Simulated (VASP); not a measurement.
# Zn6O (R-3m) in VASP: further runs

The runs below take Zn6O through single point, with PBE.

All numbers are computed with VASP 6.6.1; they aren't measurements. Logs are shortened: lines on timing, memory, paths and dates and some standing lists are left out, and cuts for length are marked.

## Step 1: The cell of the first run

The structure is trigonal, space group R-3m (No. 166). The conventional cell has a = 5.265 Å, b = 5.265 Å, c = 12.563 Å, α = 90.00°, β = 90.00°, γ = 120.00°. Zn (site symmetry 3m) has 1 O at 1.96 Å within 2.6 Å. Within 3.4 Å of Zn (site symmetry 2/m) lie 12 Zn at 2.59 to 3.28 Å and 2 O at 2.63 Å. Within 3.4 Å of Zn (site symmetry -3m) lie 12 Zn at 2.59 to 3.04 Å. O (site symmetry -3m) has 2 Zn at 1.96 Å within 2.6 Å.

## Step 2: Single point, PBE

INCAR

```
SYSTEM = Zn6O
PREC = Accurate
ENCUT = 520
EDIFF = 1E-6
ISMEAR = 0
SIGMA = 0.2
LREAL = .False.
LASPH = .True.
NELM = 60
ALGO = Normal
ISIF = 2
LWAVE = .False.
LCHARG = .True.
GGA = PE
LELF = .True.
LVHAR = .True.
NBANDS = 48
```

KPOINTS

```
Automatic mesh
0
Gamma
  4 4 4
  0 0 0
```

POSCAR

```
Zn6O
1.0
    2.6322540405      1.5197325776      4.1875620125
   -2.6322540405      1.5197325776      4.1875620125
    0.0000000000     -3.0394651589      4.1875620112
Zn O
6 1
Direct
    0.8439357182      0.8439357182      0.8439357182
    0.1560642818      0.1560642818      0.1560642818
    0.5000000000      0.5000000000      0.0000000000
    0.0000000000      0.5000000000      0.5000000000
    0.5000000000      0.0000000000      0.5000000000
    0.5000000000      0.5000000000      0.5000000000
    0.0000000000      0.0000000000      0.0000000000
```

Potentials or basis: VASP PAW PBE potentials, release 64 (Zn, O).

The run is started by

```
cat potpaw_PBE.64/Zn/POTCAR potpaw_PBE.64/O/POTCAR > POTCAR
mpirun -np 1 vasp_std > vasp.out
```

OUTCAR:

```text
SYSTEM = Zn6O
   PREC = Accurate
   ENCUT = 520
   EDIFF = 1E-6
   ISMEAR = 0
   LREAL = .False.
   LASPH = .True.
   NELM = 60
   ISIF = 2
   GGA = PE

 ion  position               nearest neighbor table
   1  0.844  0.844  0.844-   7 1.96   3 2.70   5 2.70   4 2.70   6 3.04   6 3.04   6 3.04
   2  0.156  0.156  0.156-   7 1.96   3 2.70   5 2.70   4 2.70   6 3.04   6 3.04   6 3.04
   3  0.500  0.500  0.000-   6 2.59   6 2.59   5 2.63   4 2.63   5 2.63   4 2.63   1 2.70   2 2.70

   4  0.000  0.500  0.500-   6 2.59   6 2.59   3 2.63   3 2.63   5 2.63   5 2.63   1 2.70   2 2.70

   5  0.500  0.000  0.500-   6 2.59   6 2.59   3 2.63   3 2.63   4 2.63   4 2.63   1 2.70   2 2.70

   6  0.500  0.500  0.500-   4 2.59   5 2.59   5 2.59   4 2.59   3 2.59   3 2.59   1 3.04   2 3.04
                             1 3.04   2 3.04   1 3.04   2 3.04
   7  0.000  0.000  0.000-   1 1.96   2 1.96

  LATTYP: Found a trigonal (rhomboedric) cell.
 ALAT       =     5.1743621877
 COS(alpha) =     0.4824265997

  Lattice vectors:

 A1 = (   2.6322540405,   1.5197325776,   4.1875620125)
 A2 = (  -2.6322540405,   1.5197325776,   4.1875620125)
 A3 = (   0.0000000000,  -3.0394651589,   4.1875620112)

Analysis of symmetry for initial positions (statically):
=====================================================================
 Subroutine PRICEL returns:
 Original cell was already a primitive cell.

 Routine SETGRP: Setting up the symmetry group for a
 trigonal (rhombohedral) supercell.

 Subroutine GETGRP returns: Found 12 space group operations
 (whereof 12 operations were pure point group operations)
 out of a pool of 12 trial point group operations.

The static configuration has the point symmetry D_3d.

Analysis of symmetry for dynamics (positions and initial velocities):
=====================================================================
 Subroutine PRICEL returns:
 Original cell was already a primitive cell.

 Routine SETGRP: Setting up the symmetry group for a
 trigonal (rhombohedral) supercell.

 Subroutine GETGRP returns: Found 12 space group operations
 (whereof 12 operations were pure point group operations)
 out of a pool of 12 trial point group operations.

The dynamic configuration has the point symmetry D_3d.

 Subroutine INISYM returns: Found 12 space group operations
 (whereof 12 operations are pure point group operations),
 and found     1 'primitive' translations

[... 97 lines left out ...]
   NFREE  =      0    steps in history (QN), initial steepest desc. (CG)
   ISIF   =      2    stress and relaxation
   ISYM   =      2    0-nonsym 1-usesym 2-fastsym
   POTIM  = 0.5000    time-step for ionic-motion
   TEBEG  =    0.0;   TEEND  =   0.0 temperature during run
   PSTRESS=    0.0 pullay stress
   NELECT =      78.0000    total number of electrons
   NUPDOWN=      -1.0000    fix difference up-down
   EMIN   =  10.00;   EMAX   =-10.00  energy-range for DOS
   EFERMI =   0.00;   METHOD = LEGACY
   ISMEAR =     0;   SIGMA  =   0.20  broadening in eV -4-tet -1-fermi 0-gaus
   EFERMI_NEDOS =   21; number of points for ismear=-14 and -15
   IALGO  =     38    algorithm
   IMIX   =      4    mixing-type and parameters
     AMIX     =   0.40;   BMIX     =  1.00
     AMIX_MAG =   1.60;   BMIX_MAG =  1.00
  volume/ion in A,a.u.               =      14.36        96.90
  Fermi-wavevector in a.u.,A,eV,Ry     =   1.504425  2.842951 30.793992  2.263295
  Thomas-Fermi vector in A             =   2.615406
   LORBIT       =      0    0 simple, 1 ext, 2 COOP (PROOUT), +10 PAW based schemes
   GGA     = PE    functional components
   LHFCALC =     F    Hartree Fock is set to
   AEXX    =    0.0000 exact exchange contribution
   IVDW    =     0    specifies the selected vdW correction
   LEPSILON=     F    determine dielectric tensor
   LRPA    =     F    only Hartree local field effects (RPA)
 non-spin polarized calculation
 Gauss-broadening in eV      SIGMA  =   0.20
  energy-cutoff  :      520.00
  volume of cell :      100.51
 maximum number of plane-waves:      2722
 NGX is ok and might be reduce to    40
   NGX = 19   NGY = 19   NGZ = 19

 number of electron      77.9999962 magnetization

 Free energy of the ion-electron system (eV)
  ---------------------------------------------------
  ext. energy  EPLUGINS =         0.00000000
  ---------------------------------------------------
  free energy    TOTEN  =       -12.89725225 eV

  energy without entropy =      -12.88460860  energy(sigma->0) =      -12.89093042

 E-fermi :   3.2080     XC(G=0): -11.4300

 val. band max:        2.8343180596   @ k =   0.5000   0.2500   0.2500
 cond. band min:       3.3014264342   @ k =  -0.2500   0.5000   0.2500
 fundamental gap:      0.4671083745
 Fermi energy:         3.2080449566

 k-point     1 :       0.0000    0.0000    0.0000
  band No.  band energies     occupation
      1     -15.3376      2.00000
      2      -6.7038      2.00000
      3      -5.4957      2.00000
      4      -5.4149      2.00000
      5      -5.2933      2.00000
      6      -5.2933      2.00000
[... 652 lines left out ...]
     47       8.3013      0.00000
     48       9.7413      0.00000

------------------------ aborting loop because EDIFF is reached ----------------------------------------

  FORCE on cell =-STRESS in cart. coord.  units (eV):
  Direction    XX          YY          ZZ          XY          YZ          ZX
  --------------------------------------------------------------------------------------
  -------------------------------------------------------------------------------------
  Total        0.4872080      0.4872080      1.0119680      0.0000000     -0.0000000      0.0000000
  in kB        7.7663595      7.7663595     16.1313196      0.0000000     -0.0000000      0.0000000
  external PRESSURE =      10.5546795 kB  Pullay stress =       0.0000000 kB

 VOLUME and BASIS-vectors are now :
 -----------------------------------------------------------------------------
  energy-cutoff  :      520.00
  volume of cell :      100.51
      direct lattice vectors                 reciprocal lattice vectors
     2.632254040  1.519732578  4.187562012     0.189951271  0.109668417  0.079600811
    -2.632254040  1.519732578  4.187562012    -0.189951271  0.109668417  0.079600811
     0.000000000 -3.039465159  4.187562011     0.000000000 -0.219336835  0.079600811

 POSITION                                       TOTAL-FORCE (eV/Angst)
 -----------------------------------------------------------------------------------
      0.00000     -0.00000     10.60210        -0.000000      0.000000     -0.007705
      0.00000     -0.00000      1.96059        -0.000000     -0.000000      0.007705
      0.00000      1.51973      4.18756         0.000000     -0.000000     -0.000000
     -1.31613     -0.75987      4.18756         0.000000     -0.000000      0.000000
      1.31613     -0.75987      4.18756        -0.000000     -0.000000      0.000000
      0.00000     -0.00000      6.28134         0.000000     -0.000000     -0.000000
      0.00000      0.00000      0.00000        -0.000000     -0.000000      0.000000
 -----------------------------------------------------------------------------------
    total drift:                                0.000000     -0.000000      0.000000

  FREE ENERGIE OF THE ION-ELECTRON SYSTEM (eV)
  ---------------------------------------------------
  free  energy   TOTEN  =       -12.8972522463 eV

  energy  without entropy=      -12.8846086001  energy(sigma->0) =      -12.89093042
```

OSZICAR:

```text
N       E                     dE             d eps       ncg     rms          rms(c)
DAV:   1     0.603015397622E+03    0.60302E+03   -0.36971E+04  1248   0.253E+03
DAV:   2     0.509477257588E+02   -0.55207E+03   -0.52694E+03  1248   0.506E+02
DAV:   3    -0.134686129808E+02   -0.64416E+02   -0.62391E+02  1416   0.160E+02
DAV:   4    -0.159296969497E+02   -0.24611E+01   -0.24553E+01  1312   0.313E+01
DAV:   5    -0.159417791429E+02   -0.12082E-01   -0.12082E-01  1376   0.206E+00    0.119E+01
DAV:   6    -0.130171925155E+02    0.29246E+01   -0.13293E+01  1824   0.509E+01    0.847E+00
DAV:   7    -0.129254283692E+02    0.91764E-01   -0.33391E+00  1304   0.175E+01    0.474E+00
DAV:   8    -0.129134447638E+02    0.11984E-01   -0.76554E-01  1480   0.125E+01    0.145E+00
DAV:   9    -0.128957298655E+02    0.17715E-01   -0.95143E-02  1560   0.664E+00    0.298E-01
DAV:  10    -0.128976421686E+02   -0.19123E-02   -0.28694E-02  1264   0.143E+00    0.178E-01
DAV:  11    -0.128974326946E+02    0.20947E-03   -0.11349E-03  1472   0.657E-01    0.133E-01
DAV:  12    -0.128973313856E+02    0.10131E-03   -0.84800E-04  1288   0.249E-01    0.693E-02
DAV:  13    -0.128972575321E+02    0.73853E-04   -0.26170E-04  1392   0.169E-01    0.229E-02
DAV:  14    -0.128972517189E+02    0.58131E-05   -0.58934E-05  1440   0.117E-01    0.472E-03
DAV:  15    -0.128972522463E+02   -0.52739E-06   -0.71211E-06  1384   0.366E-02
   1 F= -.12897252E+02 E0= -.12890930E+02  d E =-.126436E-01
```

stdout:

```text
POSCAR found type information on POSCAR ZnO
 POSCAR found :  2 types and       7 ions
 scaLAPACK will be used
 LDA part: xc-table for (Slater+PW92), standard interpolation
 POSCAR, INCAR and KPOINTS ok, starting setup
 FFT: planning ... GRIDC
 FFT: planning ... GRID_SOFT
 FFT: planning ... GRID
 WAVECAR not read
 entering main loop
```

Wall time 1.8 min (1 thread of Intel Xeon Platinum 8488C (Sapphire Rapids), shared host); peak memory 0.25 GiB.

Results:

| Quantity | Value |
| --- | --- |
| Free energy | -12.8973 eV |
| Pressure | 1.1 GPa |
| Largest force | 0.008 eV/Å |
| Band gap on the k mesh | zero (band 39 reaches 3.30 eV, above the bottom of band 40 at 2.69 eV) |

Forces in eV/Å, atoms in the order of the input:
```
Zn   0.000  0.000 -0.008
Zn   0.000  0.000  0.008
Zn   0.000  0.000  0.000
Zn   0.000  0.000  0.000
Zn   0.000  0.000  0.000
Zn   0.000  0.000  0.000
O    0.000  0.000  0.000
```

Levels at points of the mesh, in eV from the Fermi level:
| k point | band 36 | band 37 | band 38 | band 39 | band 40 | band 41 | band 42 | band 43 |
| --- | --- | --- | --- | --- | --- | --- | --- | --- |
| (0.00, 0.00, 0.00) | -2.99 | -1.53 | -0.51 | -0.51 | -0.41 | 0.12 | 0.12 | 0.94 |
| (0.50, 0.00, 0.00) | -2.65 | -2.53 | -1.82 | -1.49 | 0.36 | 0.79 | 1.60 | 3.59 |
| (0.50, 0.50, 0.00) | -4.31 | -2.25 | -1.39 | -1.05 | -0.52 | 3.98 | 4.47 | 4.78 |
| (0.50, 0.50, 0.50) | -3.69 | -3.04 | -1.52 | -1.52 | 1.10 | 1.10 | 1.31 | 4.81 |

Caveat: the k points lie up to 0.37 Å⁻¹ apart.

## Step 3: Single point, PBE

INCAR

```
SYSTEM = Zn6O
PREC = Accurate ; ENCUT = 520
EDIFF = 1E-6 ; ISMEAR = 0
SIGMA = 0.1 ; LREAL = .False.
LASPH = .True. ; NELM = 60
ALGO = Normal ; ISIF = 2
LWAVE = .False. ; LCHARG = .True.
GGA = PE ; LELF = .True.
LVHAR = .True. ; NBANDS = 48
```

KPOINTS

```
Automatic mesh
0
Gamma
  6 6 6
  0 0 0
```

POSCAR

```
Zn6O
1.0
    2.6222617940      1.5139635526      4.2239623599
   -2.6222617940      1.5139635526      4.2239623599
    0.0000000000     -3.0279271053      4.2239623599
Zn O
6 1
Direct
    0.8445716637      0.8445716637      0.8445716637
    0.1554283363      0.1554283363      0.1554283363
    0.5000000000      0.5000000000      0.0000000000
    0.0000000000      0.5000000000      0.5000000000
    0.5000000000      0.0000000000      0.5000000000
    0.5000000000      0.5000000000      0.5000000000
    0.0000000000      0.0000000000      0.0000000000
```

Potentials or basis: VASP PAW PBE potentials, release 64 (Zn, O).

The run is started by

```
cat potpaw_PBE.64/Zn/POTCAR potpaw_PBE.64/O/POTCAR > POTCAR
mpirun -np 1 vasp_std > vasp.out
```

OUTCAR:

```text
SYSTEM = Zn6O
   PREC = Accurate
   ENCUT = 520
   EDIFF = 1E-6
   ISMEAR = 0
   LREAL = .False.
   LASPH = .True.
   NELM = 60
   ISIF = 2
   GGA = PE

 ion  position               nearest neighbor table
   1  0.845  0.845  0.845-   7 1.97   3 2.72   5 2.72   4 2.72   6 3.03   6 3.03   6 3.03   2 3.04
                             2 3.04   2 3.04
   2  0.155  0.155  0.155-   7 1.97   3 2.72   5 2.72   4 2.72   6 3.03   6 3.03   6 3.03   1 3.04
                             1 3.04   1 3.04
   3  0.500  0.500  0.000-   6 2.60   6 2.60   5 2.62   4 2.62   5 2.62   4 2.62   1 2.72   2 2.72

   4  0.000  0.500  0.500-   6 2.60   6 2.60   3 2.62   3 2.62   5 2.62   5 2.62   1 2.72   2 2.72

   5  0.500  0.000  0.500-   6 2.60   6 2.60   3 2.62   3 2.62   4 2.62   4 2.62   1 2.72   2 2.72

   6  0.500  0.500  0.500-   4 2.60   5 2.60   5 2.60   4 2.60   3 2.60   3 2.60   1 3.03   2 3.03
                             1 3.03   2 3.03   1 3.03   2 3.03
   7  0.000  0.000  0.000-   1 1.97   2 1.97

  LATTYP: Found a trigonal (rhomboedric) cell.
 ALAT       =     5.1971338806
 COS(alpha) =     0.4908399960

  Lattice vectors:

 A1 = (   2.6222617940,   1.5139635526,   4.2239623599)
 A2 = (  -2.6222617940,   1.5139635526,   4.2239623599)
[... 187 lines left out ...]
 E-fermi :   3.1152     XC(G=0): -11.4281

 val. band max:        2.8861559555   @ k =   0.5000   0.1667   0.1667
 cond. band min:       3.1282971575   @ k =   0.5000   0.1667   0.1667
 fundamental gap:      0.2421412020
 Fermi energy:         3.1152243147

 k-point     1 :       0.0000    0.0000    0.0000
  band No.  band energies     occupation
      1     -15.3577      2.00000
      2      -6.6839      2.00000
      3      -5.4861      2.00000
      4      -5.4119      2.00000
      5      -5.2783      2.00000
      6      -5.2783      2.00000
[... 1213 lines left out ...]
     47       9.0589      0.00000
     48      10.7167      0.00000

 [... further k-points ...]
[... 5 lines left out ...]
  --------------------------------------------------------------------------------------
  -------------------------------------------------------------------------------------
  Total        0.2072873      0.2072873      0.5646992      0.0000000     -0.0000000     -0.0000000
  in kB        3.3008106      3.3008106      8.9921807      0.0000000     -0.0000000     -0.0000000
  external PRESSURE =       5.1979340 kB  Pullay stress =       0.0000000 kB

 VOLUME and BASIS-vectors are now :
 -----------------------------------------------------------------------------
  energy-cutoff  :      520.00
  volume of cell :      100.62
      direct lattice vectors                 reciprocal lattice vectors
     2.622261794  1.513963553  4.223962360     0.190675089  0.110086314  0.078914845
    -2.622261794  1.513963553  4.223962360    -0.190675089  0.110086314  0.078914845
     0.000000000 -3.027927105  4.223962360     0.000000000 -0.220172628  0.078914845

 POSITION                                       TOTAL-FORCE (eV/Angst)
 -----------------------------------------------------------------------------------
      0.00000     -0.00000     10.70232        -0.000000      0.000000     -0.065200
      0.00000     -0.00000      1.96957        -0.000000     -0.000000      0.065200
      0.00000      1.51396      4.22396        -0.000000     -0.000000      0.000000
     -1.31113     -0.75698      4.22396        -0.000000     -0.000000      0.000000
      1.31113     -0.75698      4.22396         0.000000      0.000000     -0.000000
      0.00000     -0.00000      6.33594         0.000000      0.000000     -0.000000
      0.00000      0.00000      0.00000        -0.000000      0.000000     -0.000000
 -----------------------------------------------------------------------------------
    total drift:                                0.000000     -0.000000      0.000000

  FREE ENERGIE OF THE ION-ELECTRON SYSTEM (eV)
  ---------------------------------------------------
  free  energy   TOTEN  =       -12.7164185040 eV

  energy  without entropy=      -12.7104075397  energy(sigma->0) =      -12.71341302
```

OSZICAR:

```text
N       E                     dE             d eps       ncg     rms          rms(c)
DAV:   1     0.597245081999E+03    0.59725E+03   -0.36944E+04  3072   0.252E+03
DAV:   2     0.508820987995E+02   -0.54636E+03   -0.52265E+03  3072   0.502E+02
DAV:   3    -0.132768300628E+02   -0.64159E+02   -0.62207E+02  3440   0.159E+02
DAV:   4    -0.157409381574E+02   -0.24641E+01   -0.24585E+01  3248   0.312E+01
DAV:   5    -0.157528976341E+02   -0.11959E-01   -0.11958E-01  3400   0.203E+00    0.119E+01
DAV:   6    -0.128719165668E+02    0.28810E+01   -0.13294E+01  4496   0.514E+01    0.866E+00
DAV:   7    -0.127394631840E+02    0.13245E+00   -0.36478E+00  3224   0.187E+01    0.474E+00
DAV:   8    -0.127284905217E+02    0.10973E-01   -0.75366E-01  3536   0.126E+01    0.147E+00
DAV:   9    -0.127149048872E+02    0.13586E-01   -0.85738E-02  3816   0.657E+00    0.264E-01
DAV:  10    -0.127168179280E+02   -0.19130E-02   -0.27734E-02  3192   0.152E+00    0.184E-01
DAV:  11    -0.127165760646E+02    0.24186E-03   -0.13485E-03  3712   0.709E-01    0.126E-01
DAV:  12    -0.127164963016E+02    0.79763E-04   -0.85024E-04  3312   0.254E-01    0.708E-02
DAV:  13    -0.127164186901E+02    0.77611E-04   -0.39100E-04  3584   0.265E-01    0.202E-02
DAV:  14    -0.127164187909E+02   -0.10072E-06   -0.70328E-05  3368   0.150E-01    0.619E-03
DAV:  15    -0.127164190495E+02   -0.25866E-06   -0.11262E-05  3904   0.104E-01    0.770E-03
DAV:  16    -0.127164185040E+02    0.54552E-06   -0.48036E-06  2728   0.430E-02
   1 F= -.12716419E+02 E0= -.12713413E+02  d E =-.601096E-02
```

stdout:

```text
POSCAR found type information on POSCAR ZnO
 POSCAR found :  2 types and       7 ions
 scaLAPACK will be used
 LDA part: xc-table for (Slater+PW92), standard interpolation
 POSCAR, INCAR and KPOINTS ok, starting setup
 FFT: planning ... GRIDC
 FFT: planning ... GRID_SOFT
 FFT: planning ... GRID
 WAVECAR not read
 entering main loop
```

Wall time 4 min (1 thread of Intel Xeon Platinum 8488C (Sapphire Rapids), shared host); peak memory 0.29 GiB.

What came out:

* Free energy: -12.7164 eV
* Pressure: 0.5 GPa
* Largest force: 0.065 eV/Å
* Band gap on the k mesh: zero (band 39 reaches 3.25 eV, above the bottom of band 40 at 2.68 eV)

Forces on the atoms (eV/Å):
```
Zn   0.000  0.000 -0.065
Zn   0.000  0.000  0.065
Zn   0.000  0.000  0.000
Zn   0.000  0.000  0.000
Zn   0.000  0.000  0.000
Zn   0.000  0.000  0.000
O    0.000  0.000  0.000
```

Stress tensor (GPa, compression positive):
```
0.33 0.00 0.00
0.00 0.33 0.00
0.00 0.00 0.90
```
